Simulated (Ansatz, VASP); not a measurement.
# One calculation of BiMo, two programs

POSCAR

```
BiMo
1.0
    0.0000000000      2.7892157568      2.7892157568
    2.7892157568      0.0000000000      2.7892157568
    2.7892157568      2.7892157568      0.0000000000
Mo Bi
1 1
Direct
    0.5000000000      0.5000000000      0.5000000000
    0.0000000000      0.0000000000      0.0000000000
```

INCAR.step1

```
SYSTEM = BiMo
ALGO     = Normal         ! electronic algorithm
EDIFF    = 1E-4           ! SCF threshold, eV
ENCUT    = 520            ! plane-wave cutoff, eV
GGA      = PE             ! functional
ISMEAR   = 0              ! smearing method
LASPH    = .True.         ! aspherical terms in the spheres
LCHARG   = .False.        ! write CHGCAR
LREAL    = .False.        ! projectors in reciprocal space
LWAVE    = .True.         ! write WAVECAR
NBANDS   = 22             ! bands
NELM     = 80             ! most SCF steps
PREC     = Accurate       ! precision mode
SIGMA    = 0.05           ! smearing width, eV
```

INCAR.step2

```
SYSTEM = BiMo
ALGO     = Normal         ! electronic algorithm
EDIFF    = 1E-6           ! SCF threshold, eV
ENCUT    = 520            ! plane-wave cutoff, eV
ISIF     = 2              ! what is computed and relaxed
ISMEAR   = 0              ! smearing method
ISTART   = 1            
LASPH    = .True.         ! aspherical terms in the spheres
LCHARG   = .False.        ! write CHGCAR
LMIXTAU  = .True.       
LREAL    = .False.        ! projectors in reciprocal space
LWAVE    = .False.        ! write WAVECAR
METAGGA  = R2SCAN         ! meta-GGA
NBANDS   = 22             ! bands
NELM     = 80             ! most SCF steps
PREC     = Accurate       ! precision mode
SIGMA    = 0.05           ! smearing width, eV
```

The input KPOINTS:

```
k-points
0
Gamma
  10 10 10
  0 0 0
```

Input for Ansatz:

```yaml
crystal:
  lattice:
    - [0.0, 2.7892157568, 2.7892157568]
    - [2.7892157568, 0.0, 2.7892157568]
    - [2.7892157568, 2.7892157568, 0.0]
  atoms:
    - { symbol: Mo, position: [0.5, 0.5, 0.5] }
    - { symbol: Bi, position: [0.0, 0.0, 0.0] }
basis:
  ecutwfc: 500
  ecutrho_ratio: 4
kpoints:
  mp_grid: { grid: [10, 10, 10] }
hamiltonian:
  xc: r2scan
scf:
  occupations: { method: gaussian, width: 0.05 }
output:
  forces: true
  stress: true
  eigenvalues: true
```

Alike in both runs: task single point; functional r2SCAN; k mesh 10 × 10 × 10; occupations gaussian, width 0.05 eV; no spin polarisation.

|  | VASP | Ansatz |
| --- | --- | --- |
| version | VASP 6.6.1 | Ansatz 0.2.0 |
| potentials or method | VASP PAW PBE potentials, release 64 (Mo_sv, Bi_d), cutoff 520 eV | scalar-relativistic, plane waves, PAW |
| valence electrons in the cell | 29 | 29 |

VASP gave:

```
gap on the k mesh at the Fermi level (eV) : none
pressure (GPa)                            : 5.5
```

Task: Estimate Ansatz's values.

Result: gap on the k mesh at the Fermi level (eV): none; pressure (GPa): 5.1.

VASP's potentials were made for PBE, not for r2SCAN. A gap of «none» marks a metal or a gap that the smearing closes.

Neither program's run includes spin-orbit coupling.
